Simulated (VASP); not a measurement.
# SrO (F-43m) in VASP: a series of runs

SrO is run at these levels: r2SCAN; tasks: single point.

Program: VASP 6.6.1. These are calculated values, not measurements. Logs are shortened: lines on timing, memory, paths and dates and some standing lists are left out, and cuts for length are marked.

## 1. The cell of the first run

It takes space group F-43m (No. 216, cubic). The conventional cell has a = 5.471 Å, b = 5.471 Å, c = 5.471 Å, α = 90.00°, β = 90.00°, γ = 90.00°. Within 3.1 Å of Sr (site symmetry -43m) lie 4 O at 2.37 Å. Within 3.1 Å of O (site symmetry -43m) lie 4 Sr at 2.37 Å.

## 2. Single point, r2SCAN (volume changed by -6%)

File POSCAR:

```
SrO
1.0
    0.0000000000      2.7352792024      2.7352792024
    2.7352792024      0.0000000000      2.7352792024
    2.7352792024      2.7352792024      0.0000000000
Sr O
1 1
Direct
    0.0000000000      0.0000000000      0.0000000000
    0.2500000000      0.2500000000      0.2500000000
```

File INCAR.step1:

```
PREC = Accurate
ENCUT = 520
ISMEAR = 0
SIGMA = 0.01
LREAL = False
LASPH = True
NELM = 80
NBANDS = 15
GGA = PE
ALGO = Normal
EDIFF = 1E-4
LWAVE = True
LCHARG = False
```

File INCAR.step2:

```
PREC = Accurate
ENCUT = 520
EDIFF = 1E-6
ISMEAR = 0
SIGMA = 0.01
LREAL = False
LASPH = True
NELM = 80
ALGO = Normal
ISIF = 2
LWAVE = False
LCHARG = False
METAGGA = R2SCAN
LMIXTAU = True
NBANDS = 15
ISTART = 1
```

File KPOINTS:

```
Automatic mesh
0
Gamma
  6 6 6
```

Potentials or basis: VASP PAW PBE potentials, release 64 (Sr_sv, O).

Run with:

```
$ cat potpaw_PBE.64/Sr_sv/POTCAR potpaw_PBE.64/O/POTCAR > POTCAR
$ cp INCAR.step1 INCAR
$ mpirun -np 1 vasp_std > vasp.out
$ cp INCAR.step2 INCAR
$ mpirun -np 1 vasp_std > vasp.out
```

OUTCAR:

```text
PREC = Accurate
   ENCUT = 520
   EDIFF = 1E-6
   ISMEAR = 0
   LREAL = False
   LASPH = True
   NELM = 80
   ISIF = 2
   METAGGA = R2SCAN
   ISTART = 1

 ion  position               nearest neighbor table
   1  0.000  0.000  0.000-   2 2.37   2 2.37   2 2.37   2 2.37
   2  0.250  0.250  0.250-   1 2.37   1 2.37   1 2.37   1 2.37

  LATTYP: Found a face centered cubic cell.
 ALAT       =     5.4705584048

  Lattice vectors:

 A1 = (   0.0000000000,   2.7352792024,   2.7352792024)
 A2 = (   2.7352792024,   0.0000000000,   2.7352792024)
 A3 = (   2.7352792024,   2.7352792024,   0.0000000000)

Analysis of symmetry for initial positions (statically):
=====================================================================
 Subroutine PRICEL returns:
 Original cell was already a primitive cell.

 Routine SETGRP: Setting up the symmetry group for a
 face centered cubic supercell.

 Subroutine GETGRP returns: Found 24 space group operations
 (whereof 24 operations were pure point group operations)
 out of a pool of 48 trial point group operations.

The static configuration has the point symmetry T_d .

Analysis of symmetry for dynamics (positions and initial velocities):
=====================================================================
 Subroutine PRICEL returns:
 Original cell was already a primitive cell.

 Routine SETGRP: Setting up the symmetry group for a
 face centered cubic supercell.

 Subroutine GETGRP returns: Found 24 space group operations
 (whereof 24 operations were pure point group operations)
 out of a pool of 48 trial point group operations.

The dynamic configuration has the point symmetry T_d .

 Subroutine INISYM returns: Found 24 space group operations
 (whereof 24 operations are pure point group operations),
 and found     1 'primitive' translations

----------------------------------------------------------------------------------------

                                     Primitive cell

  volume of cell :      40.9294

  direct lattice vectors                    reciprocal lattice vectors
     0.000000000  2.735279202  2.735279202    -0.182796696  0.182796696  0.182796696
     2.735279202  0.000000000  2.735279202     0.182796696 -0.182796696  0.182796696
     2.735279202  2.735279202  0.000000000     0.182796696  0.182796696 -0.182796696

  length of vectors
     3.868268945  3.868268945  3.868268945     0.316613164  0.316613164  0.316613164

  position of ions in fractional coordinates (direct lattice)
[... 79 lines left out ...]
   TEBEG  =    0.0;   TEEND  =   0.0 temperature during run
   PSTRESS=    0.0 pullay stress
   NELECT =      16.0000    total number of electrons
   NUPDOWN=      -1.0000    fix difference up-down
   EMIN   =  10.00;   EMAX   =-10.00  energy-range for DOS
   EFERMI =   0.00;   METHOD = LEGACY
   ISMEAR =     0;   SIGMA  =   0.01  broadening in eV -4-tet -1-fermi 0-gaus
   EFERMI_NEDOS =   21; number of points for ismear=-14 and -15
   IALGO  =     38    algorithm
   IMIX   =      4    mixing-type and parameters
     AMIX     =   0.40;   BMIX     =  1.00
     AMIX_MAG =   1.60;   BMIX_MAG =  1.00
  volume/ion in A,a.u.               =      20.46       138.10
  Fermi-wavevector in a.u.,A,eV,Ry     =   1.197025  2.262049 19.495359  1.432868
  Thomas-Fermi vector in A             =   2.332950
   LORBIT       =      0    0 simple, 1 ext, 2 COOP (PROOUT), +10 PAW based schemes
   METAGGA = R2SCAN    functional components
   LHFCALC =     F    Hartree Fock is set to
   AEXX    =    0.0000 exact exchange contribution
   IVDW    =     0    specifies the selected vdW correction
   LEPSILON=     F    determine dielectric tensor
   LRPA    =     F    only Hartree local field effects (RPA)
 non-spin polarized calculation
 Gauss-broadening in eV      SIGMA  =   0.01
  energy-cutoff  :      520.00
  volume of cell :       40.93
 maximum number of plane-waves:      1113
 NGX is ok and might be reduce to    30
   NGX = 15   NGY = 15   NGZ = 15

 number of electron      15.9999995 magnetization

 Free energy of the ion-electron system (eV)
  ---------------------------------------------------
  ext. energy  EPLUGINS =         0.00000000
  ---------------------------------------------------
  free energy    TOTEN  =       -26.58576192 eV

  energy without entropy =      -26.58576192  energy(sigma->0) =      -26.58576192

 E-fermi :   0.2850     XC(G=0):  -9.4161

 val. band max:        0.2281666450   @ k =  -0.3333   0.5000   0.1667
 cond. band min:       3.3006243239   @ k =   0.0000   0.0000   0.0000
 fundamental gap:      3.0724576789
 Fermi energy:         0.2849720021

 k-point     1 :       0.0000    0.0000    0.0000
  band No.  band energies     occupation
      1     -32.8506      2.00000
      2     -15.6030      2.00000
      3     -14.0895      2.00000
      4     -14.0895      2.00000
      5     -14.0895      2.00000
      6      -0.7596      2.00000
      7      -0.7596      2.00000
      8      -0.7596      2.00000
      9       3.3006      0.00000
     10       9.1503      0.00000
     11       9.1503      0.00000
     12      10.5882      0.00000
     13      10.5882      0.00000
     14      10.5882      0.00000
[... 257 lines left out ...]
      2     -17.0081      2.00000
      3     -14.4952      2.00000
      4     -14.3818      2.00000
      5     -12.7310      2.00000
      6      -0.9155      2.00000
      7      -0.1342      2.00000
      8       0.2282      2.00000
      9       5.2636      0.00000
     10       6.5324      0.00000
     11       9.8826      0.00000
     12      10.9441      0.00000
     13      12.1474      0.00000
     14      13.2926      0.00000
     15      14.2828      0.00000

------------------------ aborting loop because EDIFF is reached ----------------------------------------

  FORCE on cell =-STRESS in cart. coord.  units (eV):
  Direction    XX          YY          ZZ          XY          YZ          ZX
  --------------------------------------------------------------------------------------
  -------------------------------------------------------------------------------------
  Total        1.3316361      1.3316361      1.3316361      0.0000000      0.0000000     -0.0000000
  in kB       52.1268095     52.1268095     52.1268095      0.0000000      0.0000000     -0.0000000
  external PRESSURE =      52.1268095 kB  Pullay stress =       0.0000000 kB

 VOLUME and BASIS-vectors are now :
 -----------------------------------------------------------------------------
  energy-cutoff  :      520.00
  volume of cell :       40.93
      direct lattice vectors                 reciprocal lattice vectors
     0.000000000  2.735279202  2.735279202    -0.182796696  0.182796696  0.182796696
     2.735279202  0.000000000  2.735279202     0.182796696 -0.182796696  0.182796696
     2.735279202  2.735279202  0.000000000     0.182796696  0.182796696 -0.182796696

 POSITION                                       TOTAL-FORCE (eV/Angst)
 -----------------------------------------------------------------------------------
      0.00000      0.00000      0.00000         0.000000      0.000000      0.000000
      1.36764      1.36764      1.36764        -0.000000     -0.000000     -0.000000
 -----------------------------------------------------------------------------------
    total drift:                                0.000000      0.000000      0.000000

  FREE ENERGIE OF THE ION-ELECTRON SYSTEM (eV)
  ---------------------------------------------------
  free  energy   TOTEN  =       -26.5857619159 eV

  energy  without entropy=      -26.5857619159  energy(sigma->0) =      -26.58576192
```

OSZICAR.step1:

```text
N       E                     dE             d eps       ncg     rms          rms(c)
DAV:   1     0.701378843759E+02    0.70138E+02   -0.83711E+03   480   0.103E+03
DAV:   2    -0.112607116745E+02   -0.81399E+02   -0.75389E+02   655   0.214E+02
DAV:   3    -0.147198927637E+02   -0.34592E+01   -0.34446E+01   617   0.412E+01
DAV:   4    -0.148380948707E+02   -0.11820E+00   -0.11819E+00   649   0.734E+00
DAV:   5    -0.148417274231E+02   -0.36326E-02   -0.36325E-02   640   0.995E-01    0.198E+01
DAV:   6    -0.118771904450E+02    0.29645E+01   -0.99370E+00   480   0.231E+01    0.209E+01
DAV:   7    -0.117143535001E+02    0.16284E+00   -0.53139E-01   502   0.600E+00    0.107E+01
DAV:   8    -0.116895132214E+02    0.24840E-01   -0.14705E-01   578   0.349E+00    0.164E+00
DAV:   9    -0.116970988985E+02   -0.75857E-02   -0.65787E-03   583   0.617E-01    0.328E-01
DAV:  10    -0.117001630334E+02   -0.30641E-02   -0.25334E-03   494   0.337E-01    0.594E-02
DAV:  11    -0.117002810896E+02   -0.11806E-03   -0.15410E-04   584   0.825E-02    0.739E-02
DAV:  12    -0.117003282553E+02   -0.47166E-04   -0.53891E-05   398   0.558E-02
   1 F= -.11700328E+02 E0= -.11700328E+02  d E =-.232588E-14
```

It took 38 s on 1 thread of AMD EPYC 9R14 (Zen 4), shared host; peak memory 0.14 GiB.

Results:

| Property | Result |
| --- | --- |
| Free energy | -26.5858 eV |
| Pressure | 5.2 GPa |
| Band gap on the k mesh | 3.07 eV, indirect (least direct gap 4.06 eV) |

Levels at points of the mesh, in eV from the valence-band top:
| k point | band 5 | band 6 | band 7 | band 8 | band 9 | band 10 | band 11 | band 12 |
| --- | --- | --- | --- | --- | --- | --- | --- | --- |
| (0.00, 0.00, 0.00) | -14.32 | -0.99 | -0.99 | -0.99 | 3.07 | 8.92 | 8.92 | 10.36 |
| (0.50, 0.00, 0.00) | -13.45 | -0.71 | -0.62 | -0.62 | 5.81 | 7.95 | 8.43 | 8.43 |
| (0.50, 0.50, 0.00) | -13.06 | -1.55 | 0.00 | 0.00 | 5.04 | 6.36 | 10.68 | 11.00 |

Caveat: the cell differs from its parent crystal (volume changed by -6%); the PAW data sets were made with another functional, which shifts forces and pressure a little. A k mesh can miss the band edges.

## 3. Single point, r2SCAN (volume changed by -3%)

File POSCAR:

```
SrO
1.0
    0.0000000000      2.7640737311      2.7640737311
    2.7640737311      0.0000000000      2.7640737311
    2.7640737311      2.7640737311      0.0000000000
Sr O
1 1
Direct
    0.0000000000      0.0000000000      0.0000000000
    0.2500000000      0.2500000000      0.2500000000
```

File INCAR.step1:

```
SYSTEM = SrO
ALGO = Normal
EDIFF = 1E-4
ENCUT = 520
GGA = PE
ISMEAR = 0
LASPH = .True.
LCHARG = .False.
LREAL = .False.
LWAVE = .True.
NBANDS = 15
NELM = 60
PREC = Accurate
SIGMA = 0.01
```

File INCAR.step2:

```
SYSTEM = SrO
ALGO = Normal
EDIFF = 1E-6
ENCUT = 520
ISIF = 2
ISMEAR = 0
ISTART = 1
LASPH = .True.
LCHARG = .False.
LMIXTAU = .True.
LREAL = .False.
LWAVE = .False.
METAGGA = R2SCAN
NBANDS = 15
NELM = 60
PREC = Accurate
SIGMA = 0.01
```

File KPOINTS:

```
k-points
0
Gamma
  6 6 6
  0 0 0
```

Potentials or basis: VASP PAW PBE potentials, release 64 (Sr_sv, O).

Run with:

```
$ cat potpaw_PBE.64/Sr_sv/POTCAR potpaw_PBE.64/O/POTCAR > POTCAR
$ cp INCAR.step1 INCAR
$ mpirun -np 1 vasp_std > vasp.out
$ cp INCAR.step2 INCAR
$ mpirun -np 1 vasp_std > vasp.out
```

It took 38 s on 1 thread of AMD EPYC 9R14 (Zen 4), shared host; peak memory 0.14 GiB.

It converged, with:

| Item | Value |
| --- | --- |
| Free energy | -26.6185 eV |
| Pressure | 2.7 GPa |
| Band gap on the k mesh | 2.99 eV, indirect (least direct gap 3.90 eV) |

Levels at points of the mesh, in eV from the valence-band top:
```csv
k point,band 4,band 5,band 6,band 7,band 8,band 9,band 10,band 11,band 12,band 13
"(0.00, 0.00, 0.00)",-14.44,-14.44,-0.91,-0.91,-0.91,2.99,8.80,8.80,10.18,10.18
"(0.50, 0.00, 0.00)",-14.53,-13.57,-0.71,-0.57,-0.57,5.73,7.79,8.31,8.31,10.76
"(0.50, 0.50, 0.00)",-14.69,-13.21,-1.47,-0.01,-0.01,4.97,6.29,10.49,10.79,10.79
```

Caveat: the cell differs from its parent crystal (volume changed by -3%); the PAW data sets were made with another functional, which shifts forces and pressure a little. A k mesh can miss the band edges.

## 4. Single point, r2SCAN

This run uses another cell than the first one, of 21.77 Å³/atom, 1.064 times its volume.

File POSCAR:

```
SrO
1.0
    0.0000000000      2.7922805133      2.7922805133
    2.7922805133      0.0000000000      2.7922805133
    2.7922805133      2.7922805133      0.0000000000
Sr O
1 1
Direct
    0.0000000000      0.0000000000      0.0000000000
    0.2500000000      0.2500000000      0.2500000000
```

File INCAR.step1:

```
PREC = Accurate ; ENCUT = 520
ISMEAR = 0 ; SIGMA = 0.01
LREAL = False ; LASPH = True
NELM = 80 ; NBANDS = 15
GGA = PE ; ALGO = Normal
EDIFF = 1E-4 ; LWAVE = True
LCHARG = False
```

File INCAR.step2:

```
PREC = Accurate ; ENCUT = 520
EDIFF = 1E-6 ; ISMEAR = 0
SIGMA = 0.01 ; LREAL = False
LASPH = True ; NELM = 80
ALGO = Normal ; ISIF = 2
LWAVE = False ; LCHARG = False
METAGGA = R2SCAN ; LMIXTAU = True
NBANDS = 15 ; ISTART = 1
```

File KPOINTS:

```
Automatic mesh
0
Gamma
  6 6 6
```

Run with:

```
$ cat potpaw_PBE.64/Sr_sv/POTCAR potpaw_PBE.64/O/POTCAR > POTCAR
$ cp INCAR.step1 INCAR
$ mpirun -np 1 vasp_std > vasp.out
$ cp INCAR.step2 INCAR
$ mpirun -np 1 vasp_std > vasp.out
```

Wall time 38 s (1 thread of AMD EPYC 9R14 (Zen 4), shared host); peak memory 0.14 GiB.

It converged, with:

```
Free energy            : -26.6317 eV
Pressure               : 0.5 GPa
Band gap on the k mesh : 2.91 eV, indirect (least direct gap 3.75 eV)
```

Levels at points of the mesh, in eV from the valence-band top:
```csv
k point,band 6,band 7,band 8,band 9,band 10,band 11
"(0.00, 0.00, 0.00)",-0.84,-0.84,-0.84,2.91,8.68,8.68
"(0.50, 0.00, 0.00)",-0.70,-0.53,-0.53,5.64,7.64,8.19
"(0.50, 0.50, 0.00)",-1.40,-0.01,-0.01,4.91,6.22,10.31
```

Caveat: the PAW data sets were made with another functional, which shifts forces and pressure a little. A k mesh can miss the band edges.

## 5. Single point, r2SCAN (volume changed by +3%)

File POSCAR:

```
SrO
1.0
    0.0000000000      2.8199286531      2.8199286531
    2.8199286531      0.0000000000      2.8199286531
    2.8199286531      2.8199286531      0.0000000000
Sr O
1 1
Direct
    0.0000000000      0.0000000000      0.0000000000
    0.2500000000      0.2500000000      0.2500000000
```

File INCAR.step1:

```
SYSTEM = SrO
  ALGO = Normal
  EDIFF = 1E-4
  ENCUT = 520
  GGA = PE
  ISMEAR = 0
  LASPH = .True.
  LCHARG = .False.
  LREAL = .False.
  LWAVE = .True.
  NBANDS = 15
  NELM = 100
  PREC = Accurate
  SIGMA = 0.01
```

File INCAR.step2:

```
SYSTEM = SrO
  ALGO = Normal
  EDIFF = 1E-7
  ENCUT = 520
  ISIF = 2
  ISMEAR = 0
  ISTART = 1
  LASPH = .True.
  LCHARG = .False.
  LMIXTAU = .True.
  LREAL = .False.
  LWAVE = .False.
  METAGGA = R2SCAN
  NBANDS = 15
  NELM = 100
  PREC = Accurate
  SIGMA = 0.01
```

File KPOINTS:

```
k-points
0
Gamma
  6 6 6
  0 0 0
```

Run with:

```
$ cat potpaw_PBE.64/Sr_sv/POTCAR potpaw_PBE.64/O/POTCAR > POTCAR
$ cp INCAR.step1 INCAR
$ mpirun -np 1 vasp_std > vasp.out
$ cp INCAR.step2 INCAR
$ mpirun -np 1 vasp_std > vasp.out
```

Wall time 40 s (1 thread of AMD EPYC 9R14 (Zen 4), shared host); peak memory 0.14 GiB.

It converged, with:

| Property | Result |
| --- | --- |
| Free energy | -26.6284 eV |
| Pressure | -1.4 GPa |
| Band gap on the k mesh | 2.83 eV, indirect (least direct gap 3.61 eV) |

Levels at points of the mesh, in eV from the valence-band top:
| k point | band 6 | band 7 | band 8 | band 9 | band 10 | band 11 |
| --- | --- | --- | --- | --- | --- | --- |
| (0.00, 0.00, 0.00) | -0.78 | -0.78 | -0.78 | 2.83 | 8.57 | 8.57 |
| (0.50, 0.00, 0.00) | -0.70 | -0.49 | -0.49 | 5.56 | 7.50 | 8.08 |
| (0.50, 0.50, 0.00) | -1.33 | -0.01 | -0.01 | 4.85 | 6.15 | 10.13 |

Caveat: the cell differs from its parent crystal (volume changed by +3%); the PAW data sets were made with another functional, which shifts forces and pressure a little.

## 6. Overview

```tsv
cell	gap on the mesh (eV)	pressure (GPa)
a = 3.868 Å, angles 60.0°, 2 atoms	3.07	5.2
a = 3.909 Å, angles 60.0°, 2 atoms	2.99	2.7
a = 3.949 Å, angles 60.0°, 2 atoms	2.91	0.5
a = 3.988 Å, angles 60.0°, 2 atoms	2.83	-1.4
```

Alike in all rows: task single point; level r2SCAN; potentials or basis VASP PAW PBE potentials, release 64 (Sr_sv, O); no spin polarisation; k mesh 6 × 6 × 6; cutoff (eV) 520; smearing gaussian 0.01 eV.

Caveats: the PAW data sets were made with another functional, which shifts forces and pressure a little.

Total energies depend on the potentials used, so only differences within one code and one set of settings carry meaning.
